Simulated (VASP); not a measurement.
# InAs (I-4m2) in VASP: a series of runs

InAs is run at these levels: r2SCAN; tasks: single point.

Program: VASP 6.6.1. These are calculated values, not measurements. Logs are shortened: lines on timing, memory, paths and dates and some standing lists are left out, and cuts for length are marked.

## (1) The cell of the first run

It takes space group I-4m2 (No. 119, tetragonal). Conventional cell: a = 4.442 Å, b = 4.442 Å, c = 5.780 Å, α = 90.00°, β = 90.00°, γ = 90.00°. In (site symmetry -4m2) has 4 As at 2.65 Å within 3.5 Å. As (site symmetry -4m2) has 4 In at 2.65 Å within 3.5 Å.

## (2) Single point, r2SCAN

POSCAR

```
InAs
1.0
    0.0000000000      3.1411891332      2.8898940026
    3.1411891332      0.0000000000      2.8898940026
    3.1411891332      3.1411891332      0.0000000000
In As
1 1
Direct
    0.0000000000      0.0000000000      0.0000000000
    0.7500000000      0.7500000000      0.7500000000
```

INCAR.step1

```
SYSTEM = InAs
ALGO = Normal
EDIFF = 1E-4
ENCUT = 520
GGA = PE
ISMEAR = 0
LASPH = .True.
LCHARG = .False.
LREAL = .False.
LWAVE = .True.
NBANDS = 16
NELM = 60
PREC = Accurate
SIGMA = 0.03
```

INCAR.step2

```
SYSTEM = InAs
ALGO = Normal
EDIFF = 1E-6
ENCUT = 520
ISIF = 2
ISMEAR = 0
ISTART = 1
LASPH = .True.
LCHARG = .False.
LMIXTAU = .True.
LREAL = .False.
LWAVE = .False.
METAGGA = R2SCAN
NBANDS = 16
NELM = 60
PREC = Accurate
SIGMA = 0.03
```

KPOINTS

```
k-points
0
Gamma
  10 10 10
  0 0 0
```

Potentials or basis: VASP PAW PBE potentials, release 64 (In_d, As).

The run is started by

```bash
> cat potpaw_PBE.64/In_d/POTCAR potpaw_PBE.64/As/POTCAR > POTCAR
> cp INCAR.step1 INCAR
> mpirun -np 1 vasp_std > vasp.out
> cp INCAR.step2 INCAR
> mpirun -np 1 vasp_std > vasp.out
```

OUTCAR:

```text
SYSTEM = InAs
   EDIFF = 1E-6
   ENCUT = 520
   ISIF = 2
   ISMEAR = 0
   ISTART = 1
   LASPH = .True.
   LREAL = .False.
   METAGGA = R2SCAN
   NELM = 60
   PREC = Accurate

 ion  position               nearest neighbor table
   1  0.000  0.000  0.000-   2 2.65   2 2.65   2 2.65   2 2.65
   2  0.750  0.750  0.750-   1 2.65   1 2.65   1 2.65   1 2.65

  LATTYP: Found a body centered tetragonal cell.
 ALAT       =     4.4423122742
 C/A-ratio  =     1.3010764774

  Lattice vectors:

 A1 = (   0.0000000000,  -3.1411891332,  -2.8898940026)
 A2 = (   0.0000000000,   3.1411891332,  -2.8898940026)
 A3 = (   3.1411891332,   0.0000000000,   2.8898940026)

Analysis of symmetry for initial positions (statically):
=====================================================================
 Subroutine PRICEL returns:
 Original cell was already a primitive cell.

 Routine SETGRP: Setting up the symmetry group for a
 body centered tetragonal supercell.

 Subroutine GETGRP returns: Found  8 space group operations
 (whereof  8 operations were pure point group operations)
 out of a pool of 16 trial point group operations.

The static configuration has the point symmetry D_2d.

Analysis of symmetry for dynamics (positions and initial velocities):
=====================================================================
 Subroutine PRICEL returns:
 Original cell was already a primitive cell.

 Routine SETGRP: Setting up the symmetry group for a
 body centered tetragonal supercell.

 Subroutine GETGRP returns: Found  8 space group operations
 (whereof  8 operations were pure point group operations)
 out of a pool of 16 trial point group operations.

The dynamic configuration has the point symmetry D_2d.

 Subroutine INISYM returns: Found  8 space group operations
 (whereof  8 operations are pure point group operations),
 and found     1 'primitive' translations

----------------------------------------------------------------------------------------

                                     Primitive cell

  volume of cell :      57.0296

  direct lattice vectors                    reciprocal lattice vectors
     0.000000000  3.141189133  2.889894003    -0.159175388  0.159175388  0.173016726
     3.141189133  0.000000000  2.889894003     0.159175388 -0.159175388  0.173016726
     3.141189133  3.141189133  0.000000000     0.159175388  0.159175388 -0.173016726

  length of vectors
     4.268320105  4.268320105  4.442312274     0.283916178  0.283916178  0.283916178

  position of ions in fractional coordinates (direct lattice)
     0.000000000  0.000000000  0.000000000
     0.750000000  0.750000000  0.750000000

  ion indices of the primitive-cell ions
   primitive index   ion index
                 1           1
                 2           2

----------------------------------------------------------------------------------------

 KPOINTS: k-points

Automatic generation of k-mesh.
 Grid dimensions read from file:
 generate k-points for:   10   10   10

 Generating k-lattice:

  Cartesian coordinates                     Fractional coordinates (reciprocal lattice)
    -0.015917539  0.015917539  0.017301673     0.100000000 -0.000000000  0.000000000
     0.015917539 -0.015917539  0.017301673    -0.000000000  0.100000000  0.000000000
     0.015917539  0.015917539 -0.017301673     0.000000000  0.000000000  0.100000000

  Length of vectors
     0.028391618  0.028391618  0.028391618

  Shift w.r.t. Gamma in fractional coordinates (k-lattice)
     0.000000000  0.000000000  0.000000000

 Subroutine IBZKPT returns following result:
 ===========================================

 Found    102 irreducible k-points:

 Following reciprocal coordinates:
            Coordinates               Weight
  0.000000  0.000000  0.000000      1.000000
  0.100000  0.000000  0.000000      8.000000
  0.200000  0.000000  0.000000      8.000000
  0.300000  0.000000  0.000000      8.000000
  0.400000 -0.000000  0.000000      8.000000
  0.500000  0.000000  0.000000      4.000000
[... 16 lines left out ...]
  0.300000  0.300000  0.000000      2.000000
  0.400000  0.300000  0.000000      8.000000
 [... further k-points ...]
   k-points           NKPTS =    102   k-points in BZ     NKDIM =    102   number of bands    NBANDS=     16
   number of dos      NEDOS =    301   number of ions     NIONS =      2
   total plane-waves  NPLWV =  36864
   dimension x,y,z NGX =    32 NGY =   32 NGZ =   36
   dimension x,y,z NGXF=    64 NGYF=   64 NGZF=   72
   ions per type =               1   1
   NGX,Y,Z   is equivalent  to a cutoff of  12.46, 12.46, 13.47 a.u.
   NGXF,Y,Z  is equivalent  to a cutoff of  24.93, 24.93, 26.94 a.u.
 SYSTEM =  InAs
   PREC   = accura    normal or accurate (medium, high low for compatibility)
   ISTART =      1    job   : 0-new  1-cont  2-samecut
   ICHARG =      0    charge: 1-file 2-atom 10-const
   ISPIN  =      1    spin polarized calculation?
   LNONCOLLINEAR =      F non collinear calculations
   LSORBIT =      F    spin-orbit coupling
   LASPH  =      T    aspherical Exc in radial PAW
   ENCUT  =  520.0 eV  38.22 Ry    6.18 a.u.   7.94  7.94  8.26*2*pi/ulx,y,z
   NELM   =     60;   NELMIN=  2; NELMDL=  0     # of ELM steps
   EDIFF  = 0.1E-05   stopping-criterion for ELM
   LREAL  =      F    real-space projection
   EDIFFG = 0.1E-04   stopping-criterion for IOM
   NSW    =      0    number of steps for IOM
   IBRION =     -1    ionic relax: 0-MD 1-quasi-New 2-CG
   NFREE  =      0    steps in history (QN), initial steepest desc. (CG)
   ISIF   =      2    stress and relaxation
   ISYM   =      2    0-nonsym 1-usesym 2-fastsym
   POTIM  = 0.5000    time-step for ionic-motion
   TEBEG  =    0.0;   TEEND  =   0.0 temperature during run
   PSTRESS=    0.0 pullay stress
   NELECT =      18.0000    total number of electrons
   NUPDOWN=      -1.0000    fix difference up-down
   EMIN   =  10.00;   EMAX   =-10.00  energy-range for DOS
   EFERMI =   0.00;   METHOD = LEGACY
   ISMEAR =     0;   SIGMA  =   0.03  broadening in eV -4-tet -1-fermi 0-gaus
   EFERMI_NEDOS =   21; number of points for ismear=-14 and -15
   IALGO  =     38    algorithm
   IMIX   =      4    mixing-type and parameters
     AMIX     =   0.40;   BMIX     =  1.00
     AMIX_MAG =   1.60;   BMIX_MAG =  1.00
  volume/ion in A,a.u.               =      28.51       192.43
  Fermi-wavevector in a.u.,A,eV,Ry     =   1.114634  2.106353 16.904002  1.242409
  Thomas-Fermi vector in A             =   2.251231
   LORBIT       =      0    0 simple, 1 ext, 2 COOP (PROOUT), +10 PAW based schemes
   METAGGA = R2SCAN    functional components
   LHFCALC =     F    Hartree Fock is set to
   AEXX    =    0.0000 exact exchange contribution
   IVDW    =     0    specifies the selected vdW correction
   LEPSILON=     F    determine dielectric tensor
   LRPA    =     F    only Hartree local field effects (RPA)
 non-spin polarized calculation
 Gauss-broadening in eV      SIGMA  =   0.03
  energy-cutoff  :      520.00
  volume of cell :       57.03
 maximum number of plane-waves:      1570
   NGX = 15   NGY = 15   NGZ = 17

 number of electron      18.0000001 magnetization

 Free energy of the ion-electron system (eV)
  ---------------------------------------------------
  ext. energy  EPLUGINS =         0.00000000
  ---------------------------------------------------
  free energy    TOTEN  =       -38.03390263 eV

  energy without entropy =      -38.03390263  energy(sigma->0) =      -38.03390263

 E-fermi :   4.0986     XC(G=0):  -9.5192

 val. band max:        4.0037069015   @ k =   0.0000   0.0000   0.0000
 cond. band min:       4.1934513401   @ k =   0.0000   0.0000   0.0000
 fundamental gap:      0.1897444386
 Fermi energy:         4.0985641255

 k-point     1 :       0.0000    0.0000    0.0000
  band No.  band energies     occupation
      1     -10.8413      2.00000
      2     -10.8413      2.00000
      3     -10.8141      2.00000
      4     -10.7120      2.00000
      5     -10.6931      2.00000
      6      -8.1194      2.00000
[... 8 lines left out ...]
     15      13.3791      0.00000
     16      14.4124      0.00000

 k-point     2 :       0.1000    0.0000    0.0000
  band No.  band energies     occupation
      1     -10.8493      2.00000
      2     -10.8375      2.00000
      3     -10.8153      2.00000
      4     -10.7123      2.00000
      5     -10.6925      2.00000
      6      -8.0159      2.00000
[... 8 lines left out ...]
     15      12.8834      0.00000
     16      13.5230      0.00000

 k-point     3 :       0.2000    0.0000    0.0000
  band No.  band energies     occupation
      1     -10.8773      2.00000
      2     -10.8282      2.00000
      3     -10.8102      2.00000
      4     -10.7127      2.00000
      5     -10.6903      2.00000
      6      -7.7229      2.00000
[... 8 lines left out ...]
     15      12.6636      0.00000
     16      13.6477      0.00000

 k-point     4 :       0.3000    0.0000    0.0000
  band No.  band energies     occupation
      1     -10.9127      2.00000
      2     -10.8182      2.00000
      3     -10.8015      2.00000
      4     -10.7123      2.00000
      5     -10.6859      2.00000
      6      -7.2985      2.00000
[... 8 lines left out ...]
     15      13.2426      0.00000
     16      13.5688      0.00000
[... 324 lines left out ...]
 k-point    22 :      -0.2000    0.2000    0.0000
  band No.  band energies     occupation
      1     -10.9242      2.00000
      2     -10.8123      2.00000
      3     -10.7915      2.00000
      4     -10.7095      2.00000
      5     -10.6919      2.00000
      6      -7.1845      2.00000
[... 8 lines left out ...]
     15      13.9666      0.00000
     16      15.0873      0.00000

 k-point    23 :       0.3000    0.3000    0.0000
  band No.  band energies     occupation
      1     -10.9541      2.00000
      2     -10.7882      2.00000
      3     -10.7882      2.00000
      4     -10.7389      2.00000
      5     -10.6732      2.00000
      6      -6.9263      2.00000
[... 8 lines left out ...]
     15      14.5456      0.00000
     16      16.4814      0.00000

 k-point    24 :       0.4000    0.3000    0.0000
  band No.  band energies     occupation
      1     -10.9771      2.00000
      2     -10.7786      2.00000
      3     -10.7782      2.00000
      4     -10.7426      2.00000
      5     -10.6698      2.00000
      6      -6.5701      2.00000
[... 8 lines left out ...]
     15      15.2765      0.00000
     16      16.6524      0.00000

 [... further k-points ...]

------------------------ aborting loop because EDIFF is reached ----------------------------------------

  FORCE on cell =-STRESS in cart. coord.  units (eV):
  Direction    XX          YY          ZZ          XY          YZ          ZX
  --------------------------------------------------------------------------------------
  -------------------------------------------------------------------------------------
  Total       -0.3662053     -0.3662053      0.5673419      0.0000000      0.0000000      0.0000000
  in kB      -10.2880990    -10.2880990     15.9387898      0.0000000      0.0000000      0.0000000
  external PRESSURE =      -1.5458027 kB  Pullay stress =       0.0000000 kB

 VOLUME and BASIS-vectors are now :
 -----------------------------------------------------------------------------
  energy-cutoff  :      520.00
  volume of cell :       57.03
      direct lattice vectors                 reciprocal lattice vectors
     0.000000000  3.141189133  2.889894003    -0.159175388  0.159175388  0.173016726
     3.141189133  0.000000000  2.889894003     0.159175388 -0.159175388  0.173016726
     3.141189133  3.141189133  0.000000000     0.159175388  0.159175388 -0.173016726

 POSITION                                       TOTAL-FORCE (eV/Angst)
 -----------------------------------------------------------------------------------
      0.00000      0.00000      0.00000        -0.000000     -0.000000      0.000000
      4.71178      4.71178      4.33484         0.000000      0.000000     -0.000000
 -----------------------------------------------------------------------------------
    total drift:                                0.000020      0.000020     -0.000024

  FREE ENERGIE OF THE ION-ELECTRON SYSTEM (eV)
  ---------------------------------------------------
  free  energy   TOTEN  =       -38.0339026280 eV

  energy  without entropy=      -38.0339026265  energy(sigma->0) =      -38.03390263
```

It took 3.3 min on 1 thread of AMD EPYC 9R45 (Zen 5), shared host; peak memory 0.24 GiB.

What came out:

```yaml
Free_energy: -38.0339 eV
Pressure: -0.2 GPa
Band_gap_on_the_k_mesh: 0.19 eV
```

Stress tensor (GPa, compression positive):
```
-1.03  0.00  0.00
 0.00 -1.03  0.00
 0.00  0.00  1.59
```

Caveat: semilocal functionals underestimate gaps, and a narrow one can read as zero; the PAW data sets were made with another functional, which shifts forces and pressure a little; spin-orbit coupling is left out, which moves the levels of the heavy elements.

## (3) Single point, r2SCAN

This run uses another cell than the first one, of the same volume but with other edges.

POSCAR

```
InAs
1.0
    0.0000000000      2.9595508101      3.2555058912
    2.9595508101      0.0000000000      3.2555058912
    2.9595508101      2.9595508101      0.0000000000
In As
1 1
Direct
    0.0000000000      0.0000000000      0.0000000000
    0.7500000000      0.7500000000      0.7500000000
```

INCAR.step1

```
PREC = Accurate ; ENCUT = 520
ISMEAR = 0 ; SIGMA = 0.03
LREAL = F ; LASPH = T
NELM = 80 ; NBANDS = 16
GGA = PE ; ALGO = Normal
EDIFF = 1E-4 ; LWAVE = T
LCHARG = F
```

INCAR.step2

```
PREC = Accurate ; ENCUT = 520
EDIFF = 1E-6 ; ISMEAR = 0
SIGMA = 0.03 ; LREAL = F
LASPH = T ; NELM = 80
ALGO = Normal ; ISIF = 2
LWAVE = F ; LCHARG = F
METAGGA = R2SCAN ; LMIXTAU = T
NBANDS = 16 ; ISTART = 1
```

KPOINTS

```
regular mesh
0
Gamma
  10 10 10
```

Potentials or basis: VASP PAW PBE potentials, release 64 (In_d, As).

The run is started by

```bash
> cat potpaw_PBE.64/In_d/POTCAR potpaw_PBE.64/As/POTCAR > POTCAR
> cp INCAR.step1 INCAR
> mpirun -np 1 vasp_std > vasp.out
> cp INCAR.step2 INCAR
> mpirun -np 1 vasp_std > vasp.out
```

Run time: 3.3 min. Hardware: 1 thread of AMD EPYC 9R45 (Zen 5), shared host; peak memory 0.25 GiB.

It converged, with:

| Quantity | Value |
| --- | --- |
| Free energy | -38.0155 eV |
| Pressure | -0.2 GPa |
| Band gap on the k mesh | zero (filled and empty bands touch) |

Stress tensor (GPa, compression positive):
```
 1.26  0.00  0.00
 0.00  1.26  0.00
 0.00  0.00 -3.03
```

Levels at points of the mesh, in eV from the Fermi level:
```tsv
k point	band 6	band 7	band 8	band 9	band 10	band 11	band 12	band 13
(0.00, 0.00, 0.00)	-12.25	-0.54	-0.16	0.00	0.00	4.06	4.06	4.28
(0.50, 0.00, 0.00)	-10.81	-5.88	-1.47	-0.80	0.95	4.71	5.17	7.14
(0.50, 0.50, 0.00)	-10.47	-6.32	-2.08	-2.08	2.06	2.76	8.83	9.51
(0.50, 0.00, 0.50)	-10.19	-5.77	-2.62	-2.59	1.56	1.89	8.84	9.52
```

Caveat: semilocal functionals underestimate gaps, and a narrow one can read as zero; the PAW data sets were made with another functional, which shifts forces and pressure a little; spin-orbit coupling is left out, which moves the levels of the heavy elements.
